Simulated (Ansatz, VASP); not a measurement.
One calculation of Sn, two programs

Contents of INCAR:

```
SYSTEM = Sn
ALGO = Normal
EDIFF = 1E-7
ENCUT = 520
GGA = PS
ISIF = 2
ISMEAR = -1
LASPH = .TRUE.
LCHARG = .TRUE.
LELF = .TRUE.
LREAL = .FALSE.
LVHAR = .TRUE.
LWAVE = .FALSE.
NBANDS = 21
NELM = 100
PREC = Accurate
SIGMA = 0.05
```

KPOINTS

```
k-points
0
G
  8 8 8
  0 0 0
```

POSCAR

```
Sn
1.0
    0.0000000000      3.2333428000      3.2333428000
    3.2333428000      0.0000000000      3.2333428000
    3.2333428000      3.2333428000      0.0000000000
Sn
2
Direct
   -0.0900000000      0.0300000000      0.0300000000
    0.3400000000      0.2200000000      0.2200000000
```

Input for Ansatz:

```yaml
crystal:
  lattice:
    - [0.0, 3.2333428, 3.2333428]
    - [3.2333428, 0.0, 3.2333428]
    - [3.2333428, 3.2333428, 0.0]
  atoms:
    - { symbol: Sn, position: [-0.09, 0.03, 0.03] }
    - { symbol: Sn, position: [0.34, 0.22, 0.22] }
kpoints:
  mp_grid: { grid: [8, 8, 8] }
scf:
  occupations: { method: fermi_dirac, width: 0.05 }
hamiltonian:
  xc: pbesol
  pseudopotentials: { kind: paw }
output:
  forces: true
  stress: true
  eigenvalues: true
  populations: true
  write_density: true
  write_potential: true
  elf: true
  volumetric_format: npy
```

Change from the starting cell: shortest bond scaled by 0.76, PAW files.

Alike in both runs: task single point; functional PBEsol; k mesh 8 × 8 × 8; occupations fermi-dirac, width 0.05 eV; no spin polarisation.

|  | VASP | Ansatz |
| --- | --- | --- |
| version | VASP 6.6.1 | Ansatz 0.2.0 |
| potentials or method | VASP PAW PBE potentials, release 64 (Sn_d) | PAW with Ansatz's default frozen-core files, scalar-relativistic |
| plane-wave cutoff (eV) | 520 | 420 |
| valence electrons in the cell | 28 | 28 |

Ansatz gave:

```
pressure (GPa)                                                : 18.1
traceless stress, the component that is largest in VASP (GPa) : -22.40
rms of the force components (eV/Å)                            : 8.405
```

Problem. What did VASP give for the same quantities?

Solution. Pressure (GPa): 18.5; traceless stress, the component that is largest in VASP (GPa): -22.82; rms of the force components (eV/Å): 8.546.

VASP's potentials were made for PBE, not for PBEsol. Atom by atom the forces differ by 0.141 eV/Å (rms over components). The functional is the same, so the differences come from potentials, cutoffs and numerics.
